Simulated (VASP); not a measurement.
Set up this calculation in VASP 6.6.1, as the native input.

```yaml
Task: single point
Functional: PBE
Dispersion: D4
Potentials_or_basis: VASP PAW PBE potentials, release 64 (Ge_d)
Cutoff: 520 eV
k_mesh: 10 × 10 × 10
Occupations: fermi-dirac, width 0.05 eV
Spin: no spin polarisation
Dipole_correction: no
Further_INCAR_settings: ALGO = Normal; EDIFF = 1e-06; NBANDS = 13
```

The structure of Ge lies in POSCAR:

```
Ge
1.0
    2.6685265096      0.0000000000      0.0000000000
    0.0000000000      2.6685265096      0.0000000000
    0.0000000000      0.0000000000      2.6685265096
Ge
1
Direct
    0.0000000000      0.0000000000      0.0000000000
```

These files were run (other wordings do the same):

INCAR

```
PREC = Accurate
ENCUT = 520
EDIFF = 1E-6
ISMEAR = -1
SIGMA = 0.05
LREAL = F
LASPH = T
NELM = 100
ALGO = Normal
ISIF = 2
LWAVE = F
LCHARG = F
GGA = PE
IVDW = 13
NBANDS = 13
```

KPOINTS

```
Automatic mesh
0
Gamma
  10 10 10
```

Potentials or basis: VASP PAW PBE potentials, release 64 (Ge_d).

The run is started by

```bash
$ cat potpaw_PBE.64/Ge_d/POTCAR > POTCAR
$ mpirun -np 1 vasp_std > vasp.out
```

It gave:

The pressure is -0.1 GPa. The band gap on the k mesh is zero (band 7 reaches 13.26 eV, above the bottom of band 8 at 3.74 eV). The dispersion energy per atom is -0.384 eV.

Caveat: pairwise dispersion overbinds metals, which lowers pressure and volume.

Run time: 5.3 s on 1 thread of Intel(R) Xeon(R) Platinum 8488C (Sapphire Rapids), with other jobs on the host, peak memory 0.13 GiB.
